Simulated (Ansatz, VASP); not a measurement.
One calculation of NaCl, two programs

```xyz
2
Lattice="2.8789 0.0000 0.0000 0.0000 2.8789 0.0000 0.0000 0.0000 2.8789" Properties=species:S:1:pos:R:3 pbc="T T T"
Na    0.0000    0.0000    0.0000
Cl    1.4395    1.4395    1.4395
```

Change from the starting cell: volume scaled by 1.02, crystal datasets.

Alike in both runs: task electric field gradients; functional PBE; k mesh 8 × 8 × 8; occupations fermi-dirac, width 0.02 eV; no spin polarisation.

```csv
,VASP,Ansatz
version,VASP 6.6.1,Ansatz 0.2.0
potentials or method,"VASP PAW PBE potentials, release 64 (Na_pv, Cl), cutoff 400 eV","all-electron PAW with datasets made for the crystal, scalar-relativistic"
```

```tsv
	VASP	Ansatz	Ansatz less VASP
gap on the k mesh at the Fermi level (eV)	4.49	4.45	-0.044
pressure (GPa)	60.0	60.0	+0.09
```

Both programs put the cell under a high pressure, so it lies far from rest at this level. Ansatz ran all-electron here, and VASP with PAW potentials.
